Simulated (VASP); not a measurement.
# MgRuO (Cmmm) in VASP: single point with PBE

Aim: the single point of MgRuO with PBE.

Program: VASP 6.6.1. These are calculated values, not measurements. Logs are shortened: lines on timing, memory, paths and dates and some standing lists are left out, and cuts for length are marked.

**1. The cell of the first run**

It takes space group Cmmm (No. 65, orthorhombic). Conventional cell: a = 4.026 Å, b = 4.430 Å, c = 4.998 Å, α = 90.00°, β = 90.00°, γ = 90.00°. Mg (site symmetry mmm) has 4 Ru at 2.01 to 2.22 Å and 2 O at 2.50 Å within 2.7 Å. Ru (site symmetry mmm) has 4 Mg at 2.01 to 2.22 Å within 2.7 Å. O (site symmetry mmm) has 2 Mg at 2.50 Å and 4 O at 2.99 Å and 4 Ru at 3.21 Å within 3.3 Å.

**2. Single point, PBE, collinear spin, ferromagnetic start**

The input, INCAR:

```
SYSTEM = MgRuO
PREC     = Accurate       ! precision mode
ENCUT    = 520            ! plane-wave cutoff, eV
EDIFF    = 1E-6           ! SCF threshold, eV
ISMEAR   = 0              ! smearing method
SIGMA    = 0.1            ! smearing width, eV
LREAL    = .FALSE.        ! projectors in reciprocal space
LASPH    = .TRUE.         ! aspherical terms in the spheres
NELM     = 150            ! most SCF steps
ALGO     = Normal         ! electronic algorithm
ISIF     = 2              ! what is computed and relaxed
LWAVE    = .FALSE.        ! write WAVECAR
LCHARG   = .FALSE.        ! write CHGCAR
ISPIN    = 2              ! spin polarisation
MAGMOM   = 0 1 0          ! initial moments
LORBIT   = 11             ! projections on sites
LMAXMIX  = 4              ! l up to which the mixer works
GGA      = PE             ! functional
NBANDS   = 22             ! bands
```

The input, KPOINTS:

```
regular mesh
0
G
  6 6 4
  0 0 0
```

The input, POSCAR:

```
MgRuO
1.0
    2.0130959700     -2.2151433400      0.0000000000
    2.0130959700      2.2151433400      0.0000000000
    0.0000000000      0.0000000000      4.9984967500
Mg Ru O
1 1 1
Direct
    0.0000000000      0.0000000000      0.0000000000
    0.5000000000      0.5000000000      0.0000000000
    0.0000000000      0.0000000000      0.5000000000
```

Potentials or basis: VASP PAW PBE potentials, release 64 (Mg, Ru_pv, O).

Launch:

```sh
$ cat potpaw_PBE.64/Mg/POTCAR potpaw_PBE.64/Ru_pv/POTCAR potpaw_PBE.64/O/POTCAR > POTCAR
$ mpirun -np 1 vasp_std > vasp.out
```

OUTCAR:

```text
SYSTEM = MgRuO
   PREC = Accurate
   ENCUT = 520
   EDIFF = 1E-6
   ISMEAR = 0
   LREAL = .FALSE.
   LASPH = .TRUE.
   NELM = 150
   ISIF = 2
   ISPIN = 2
   LORBIT = 11
   GGA = PE

 ion  position               nearest neighbor table
   1  0.000  0.000  0.000-   2 2.01   2 2.01   2 2.22   2 2.22   3 2.50   3 2.50
   2  0.500  0.500  0.000-   1 2.01   1 2.01   1 2.22   1 2.22
   3  0.000  0.000  0.500-   1 2.50   1 2.50

  LATTYP: Found a base centered orthorhombic cell.
 ALAT       =     4.0261919400
 B/A-ratio  =     1.1003664868
 C/A-ratio  =     1.2414948975

  Lattice vectors:

 A1 = (   2.0130959700,  -2.2151433400,   0.0000000000)
 A2 = (   2.0130959700,   2.2151433400,   0.0000000000)
 A3 = (   0.0000000000,   0.0000000000,   4.9984967500)

Analysis of symmetry for initial positions (statically):
=====================================================================
 Subroutine PRICEL returns:
 Original cell was already a primitive cell.

 Routine SETGRP: Setting up the symmetry group for a
 base centered orthorhombic supercell.

 Subroutine GETGRP returns: Found  8 space group operations
 (whereof  8 operations were pure point group operations)
 out of a pool of  8 trial point group operations.

The static configuration has the point symmetry D_2h.

Analysis of symmetry for dynamics (positions and initial velocities):
=====================================================================
 Subroutine PRICEL returns:
 Original cell was already a primitive cell.

 Routine SETGRP: Setting up the symmetry group for a
 base centered orthorhombic supercell.

 Subroutine GETGRP returns: Found  8 space group operations
 (whereof  8 operations were pure point group operations)
 out of a pool of  8 trial point group operations.

The dynamic configuration has the point symmetry D_2h.

Analysis of structural, dynamic, and magnetic symmetry:
=====================================================================
 Subroutine PRICEL returns:
 Original cell was already a primitive cell.

 Routine SETGRP: Setting up the symmetry group for a
 base centered orthorhombic supercell.

 Subroutine GETGRP returns: Found  8 space group operations
 (whereof  8 operations were pure point group operations)
 out of a pool of  8 trial point group operations.

The overall configuration has the point symmetry D_2h.

 Subroutine INISYM returns: Found  8 space group operations
 (whereof  8 operations are pure point group operations),
 and found     1 'primitive' translations

----------------------------------------------------------------------------------------

                                     Primitive cell

  volume of cell :      44.5796

  direct lattice vectors                    reciprocal lattice vectors
     2.013095970 -2.215143340  0.000000000     0.248373653 -0.225719027  0.000000000
     2.013095970  2.215143340  0.000000000     0.248373653  0.225719027  0.000000000
     0.000000000  0.000000000  4.998496750     0.000000000  0.000000000  0.200060148

  length of vectors
     2.993228257  2.993228257  4.998496750     0.335616672  0.335616672  0.200060148

  position of ions in fractional coordinates (direct lattice)
     0.000000000  0.000000000  0.000000000
     0.500000000  0.500000000  0.000000000
     0.000000000  0.000000000  0.500000000

  ion indices of the primitive-cell ions
   primitive index   ion index
                 1           1
                 2           2
                 3           3

----------------------------------------------------------------------------------------

 KPOINTS: regular mesh

Automatic generation of k-mesh.
 Grid dimensions read from file:
 generate k-points for:    6    6    4

 Generating k-lattice:

  Cartesian coordinates                     Fractional coordinates (reciprocal lattice)
     0.041395609 -0.037619838  0.000000000     0.166666667  0.000000000  0.000000000
     0.041395609  0.037619838  0.000000000     0.000000000  0.166666667  0.000000000
     0.000000000  0.000000000  0.050015037     0.000000000  0.000000000  0.250000000

  Length of vectors
     0.055936112  0.055936112  0.050015037

  Shift w.r.t. Gamma in fractional coordinates (k-lattice)
     0.000000000  0.000000000  0.000000000

 Subroutine IBZKPT returns following result:
 ===========================================

 Found     39 irreducible k-points:

 Following reciprocal coordinates:
            Coordinates               Weight
  0.000000  0.000000  0.000000      1.000000
  0.166667  0.000000  0.000000      4.000000
  0.333333  0.000000  0.000000      4.000000
  0.500000 -0.000000  0.000000      2.000000
  0.166667  0.166667  0.000000      2.000000
  0.333333  0.166667  0.000000      4.000000
[... 16 lines left out ...]
  0.333333  0.333333  0.250000      4.000000
  0.500000  0.333333  0.250000      8.000000
 [... further k-points ...]
   k-points           NKPTS =     39   k-points in BZ     NKDIM =     39   number of bands    NBANDS=     22
   number of dos      NEDOS =    301   number of ions     NIONS =      3
   total plane-waves  NPLWV =  23040
   dimension x,y,z NGX =    24 NGY =   24 NGZ =   40
   dimension x,y,z NGXF=    48 NGYF=   48 NGZF=   80
   ions per type =               1   1   1
   NGX,Y,Z   is equivalent  to a cutoff of  13.33, 13.33, 13.30 a.u.
   NGXF,Y,Z  is equivalent  to a cutoff of  26.66, 26.66, 26.61 a.u.
 SYSTEM =  MgRuO
   PREC   = accura    normal or accurate (medium, high low for compatibility)
   ISTART =      0    job   : 0-new  1-cont  2-samecut
   ICHARG =      2    charge: 1-file 2-atom 10-const
   ISPIN  =      2    spin polarized calculation?
   LNONCOLLINEAR =      F non collinear calculations
   LSORBIT =      F    spin-orbit coupling
   LASPH  =      T    aspherical Exc in radial PAW
   ENCUT  =  520.0 eV  38.22 Ry    6.18 a.u.   5.57  5.57  9.29*2*pi/ulx,y,z
   NELM   =    150;   NELMIN=  2; NELMDL= -5     # of ELM steps
   EDIFF  = 0.1E-05   stopping-criterion for ELM
   LREAL  =      F    real-space projection
   EDIFFG = 0.1E-04   stopping-criterion for IOM
   NSW    =      0    number of steps for IOM
   IBRION =     -1    ionic relax: 0-MD 1-quasi-New 2-CG
   NFREE  =      0    steps in history (QN), initial steepest desc. (CG)
   ISIF   =      2    stress and relaxation
   ISYM   =      2    0-nonsym 1-usesym 2-fastsym
   POTIM  = 0.5000    time-step for ionic-motion
   TEBEG  =    0.0;   TEEND  =   0.0 temperature during run
   PSTRESS=    0.0 pullay stress
   NELECT =      22.0000    total number of electrons
   NUPDOWN=      -1.0000    fix difference up-down
   EMIN   =  10.00;   EMAX   =-10.00  energy-range for DOS
   EFERMI =   0.00;   METHOD = LEGACY
   ISMEAR =     0;   SIGMA  =   0.10  broadening in eV -4-tet -1-fermi 0-gaus
   EFERMI_NEDOS =   21; number of points for ismear=-14 and -15
   IALGO  =     38    algorithm
   IMIX   =      4    mixing-type and parameters
     AMIX     =   0.40;   BMIX     =  1.00
     AMIX_MAG =   1.60;   BMIX_MAG =  1.00
  volume/ion in A,a.u.               =      14.86       100.28
  Fermi-wavevector in a.u.,A,eV,Ry     =   1.293711  2.444759 22.771897  1.673687
  Thomas-Fermi vector in A             =   2.425339
   LORBIT       =     11    0 simple, 1 ext, 2 COOP (PROOUT), +10 PAW based schemes
   GGA     = PE    functional components
   LHFCALC =     F    Hartree Fock is set to
   AEXX    =    0.0000 exact exchange contribution
   IVDW    =     0    specifies the selected vdW correction
   LEPSILON=     F    determine dielectric tensor
   LRPA    =     F    only Hartree local field effects (RPA)
 spin polarized calculation
 Gauss-broadening in eV      SIGMA  =   0.10
  energy-cutoff  :      520.00
  volume of cell :       44.58
 maximum number of plane-waves:      1221
 NGX is ok and might be reduce to    24
   NGX = 11   NGY = 11   NGZ = 19

 number of electron      21.9999992 magnetization       0.2553101

 Free energy of the ion-electron system (eV)
  ---------------------------------------------------
  ext. energy  EPLUGINS =         0.00000000
  ---------------------------------------------------
  free energy    TOTEN  =        -7.45398888 eV

  energy without entropy =       -7.42914125  energy(sigma->0) =       -7.44156507

 E-fermi :   3.3547     XC(G=0): -10.3864

 val. band max:        3.3401477340   @ k =  -0.3333   0.1667   0.2500
 cond. band min:       3.3619359153   @ k =   0.1667   0.1667   0.2500
 fundamental gap:      0.0217881813
 Fermi energy:         3.3547317944

 spin component 1

 k-point     1 :       0.0000    0.0000    0.0000
  band No.  band energies     occupation
      1     -38.1624      1.00000
      2     -38.0380      1.00000
      3     -38.0370      1.00000
      4     -12.6246      1.00000
      5      -1.4481      1.00000
      6      -0.5612      1.00000
[... 14 lines left out ...]
     21      19.8232      0.00000
     22      21.2107      0.00000
[... 552 lines left out ...]
  band No.  band energies     occupation
      1     -38.2397      1.00000
      2     -38.1802      1.00000
      3     -38.1302      1.00000
      4     -12.1142      1.00000
      5       0.1806      1.00000
      6       1.0057      1.00000
[... 14 lines left out ...]
     21      18.2114      0.00000
     22      19.2201      0.00000

 [... further k-points ...]

 spin component 2

 k-point     1 :       0.0000    0.0000    0.0000
  band No.  band energies     occupation
      1     -37.9239      1.00000
      2     -37.9102      1.00000
      3     -37.8630      1.00000
      4     -12.6192      1.00000
      5      -1.4186      1.00000
      6      -0.4939      1.00000
[... 14 lines left out ...]
     21      19.8303      0.00000
     22      21.2938      0.00000
[... 552 lines left out ...]
  band No.  band energies     occupation
      1     -38.1001      1.00000
      2     -38.0346      1.00000
      3     -37.8777      1.00000
      4     -12.1087      1.00000
      5       0.2464      1.00000
      6       1.1548      1.00000
[... 14 lines left out ...]
     21      18.2459      0.00000
     22      19.2445      0.00000

 [... further k-points ...]

------------------------ aborting loop because EDIFF is reached ----------------------------------------

  FORCE on cell =-STRESS in cart. coord.  units (eV):
  Direction    XX          YY          ZZ          XY          YZ          ZX
  --------------------------------------------------------------------------------------
  -------------------------------------------------------------------------------------
  Total       28.2467027     13.9100073     -9.2836310      0.0000000      0.0000000      0.0000000
  in kB     1015.1789829    499.9219623   -333.6512274      0.0000000      0.0000000      0.0000000
  external PRESSURE =     393.8165726 kB  Pullay stress =       0.0000000 kB

 VOLUME and BASIS-vectors are now :
 -----------------------------------------------------------------------------
  energy-cutoff  :      520.00
  volume of cell :       44.58
      direct lattice vectors                 reciprocal lattice vectors
     2.013095970 -2.215143340  0.000000000     0.248373653 -0.225719027  0.000000000
     2.013095970  2.215143340  0.000000000     0.248373653  0.225719027  0.000000000
     0.000000000  0.000000000  4.998496750     0.000000000  0.000000000  0.200060148

 POSITION                                       TOTAL-FORCE (eV/Angst)
 -----------------------------------------------------------------------------------
      0.00000      0.00000      0.00000        -0.000000      0.000000      0.000000
      2.01310      0.00000      0.00000         0.000000      0.000000      0.000000
      0.00000      0.00000      2.49925        -0.000000      0.000000      0.000000
 -----------------------------------------------------------------------------------
    total drift:                               -0.000000     -0.000000     -0.000000

  FREE ENERGIE OF THE ION-ELECTRON SYSTEM (eV)
  ---------------------------------------------------
  free  energy   TOTEN  =        -7.4539888811 eV

  energy  without entropy=       -7.4291412506  energy(sigma->0) =       -7.44156507

 total charge

# of ion       s       p       d       tot
------------------------------------------
    1        0.328   0.331   0.168   0.827
    2        0.298   6.107   6.659  13.063
    3        1.609   3.064   0.000   4.673
--------------------------------------------------
tot          2.235   9.501   6.826  18.563

 magnetization (x)

# of ion       s       p       d       tot
------------------------------------------
    1       -0.002  -0.003   0.000  -0.005
    2        0.000  -0.001   0.244   0.243
    3        0.000   0.003   0.000   0.003
--------------------------------------------------
tot         -0.002  -0.001   0.244   0.242
```

Wall time 1.9 min (1 thread of AMD EPYC 7R13 (Zen 3), shared host); peak memory 0.19 GiB.

Results:

```yaml
Free_energy: -7.4540 eV
Pressure: 39.4 GPa
Net_moment: 0.26 μB per cell
Site_moments: Mg -0.01; Ru +0.24; O +0.00 μB
Valence_electrons_inside_the_program's_atomic_spheres: Mg 0.83; Ru 13.06; O 4.67
```

Stress tensor (GPa, compression positive):
```
101.52   0.00   0.00
  0.00  49.99   0.00
  0.00   0.00 -33.37
```

Levels at points of the mesh, in eV from the Fermi level:
Spin up:
```tsv
k point	band 7	band 8	band 9	band 10	band 11	band 12	band 13	band 14	band 15	band 16
(0.00, 0.00, 0.00)	-2.67	-0.78	-0.53	-0.36	-0.08	0.01	0.04	5.30	10.96	12.00
(0.50, 0.00, 0.00)	-2.21	-1.18	-0.18	0.17	0.18	0.64	1.13	4.12	5.83	12.79
(0.50, 0.50, 0.00)	-1.84	-1.70	-1.38	-1.35	-0.05	1.40	3.38	5.04	6.53	11.44
(0.00, 0.00, 0.50)	-2.16	-0.78	-0.76	-0.35	0.41	0.44	1.48	2.48	11.58	11.74
(0.50, 0.00, 0.50)	-2.11	-2.08	-1.13	-0.03	0.13	0.13	2.64	3.63	6.84	10.69
(0.50, 0.50, 0.50)	-2.48	-0.86	-0.54	-0.39	0.14	1.40	2.79	4.52	7.30	8.64
```
Spin down:
```csv
k point,band 8,band 9,band 10,band 11,band 12,band 13,band 14,band 15
"(0.00, 0.00, 0.00)",-0.66,-0.37,-0.18,-0.13,0.04,0.36,5.36,11.00
"(0.50, 0.00, 0.00)",-1.09,-0.03,0.19,0.42,0.77,1.13,4.22,5.90
"(0.50, 0.50, 0.00)",-1.68,-1.40,-1.35,0.14,1.52,3.40,5.04,6.63
"(0.00, 0.00, 0.50)",-0.70,-0.65,-0.21,0.46,0.65,1.60,2.53,11.59
"(0.50, 0.00, 0.50)",-1.92,-1.03,0.12,0.16,0.39,2.65,3.74,6.91
"(0.50, 0.50, 0.50)",-0.80,-0.40,-0.36,0.32,1.52,2.81,4.53,7.42
```
